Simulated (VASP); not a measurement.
# CuO: single point with PBEsol

CuO:

```
Cu O
1.0
     3.23778    0.00000    0.00000
     0.00000    3.23778    0.00000
     0.00000    0.00000    4.74072
Cu O
2 2
Direct
  0.00000 0.00000 0.00000
  0.50000 0.50000 0.00000
  0.50000 0.00000 0.26700
  0.00000 0.50000 0.73300
```

- Program: VASP 6.6.1
- Task: single point
- Functional: PBEsol
- Potentials or basis: VASP PAW PBE potentials, release 64 (Cu_sv_GW, O)
- Cutoff: 820 eV
- k mesh: 8 × 8 × 6
- Occupations: fermi-dirac, width 0.05 eV
- Spin: no spin polarisation
- Dipole correction: no
- Further INCAR settings: ALGO = Normal; EDIFF = 1e-06; NBANDS = 33

* Pressure: 0.6 GPa
* Largest force: 1.913 eV/Å
* Band gap on the k mesh: zero (bands 25 and 26 overlap by 0.79 eV)

Forces in eV/Å, atoms in the order of the input:
```
Cu   0.000  0.000  0.000
Cu   0.000  0.000  0.000
O    0.000  0.000 -1.913
O    0.000  0.000  1.913
```

Stress tensor (GPa, compression positive):
```
 10.23   0.00   0.00
  0.00  10.23   0.00
  0.00   0.00 -18.78
```

Levels at points of the mesh, in eV from the Fermi level:
```tsv
k point	band 23	band 24	band 25	band 26	band 27	band 28
(0.00, 0.00, 0.00)	-0.48	-0.28	0.40	0.40	1.00	6.25
(0.50, 0.00, 0.00)	-0.23	-0.23	0.00	0.00	4.92	4.92
(0.50, 0.50, 0.00)	-1.42	-1.42	-0.39	-0.39	5.35	5.35
(0.00, 0.00, 0.50)	-0.67	-0.48	0.24	0.24	2.54	5.38
(0.50, 0.00, 0.50)	0.03	0.03	0.09	0.09	4.75	4.75
(0.50, 0.50, 0.50)	-1.56	-1.56	-0.28	-0.28	6.20	6.20
```

Wall time 2.6 min on 1 thread of Intel(R) Xeon(R) Platinum 8375C CPU @ 2.90GHz (Ice Lake) (shared host), peak memory 0.33 GiB.

Caveat: the stress differs along the axes, from -19 to 10 GPa; the PAW data sets were made with another functional, which shifts forces and pressure a little; semilocal functionals often make such compounds metallic where correlation or magnetic order opens a gap, which also shifts bond lengths. With open d or f shells a metallic result of PBEsol can be an artefact of self-interaction; +U or a hybrid may open a gap.
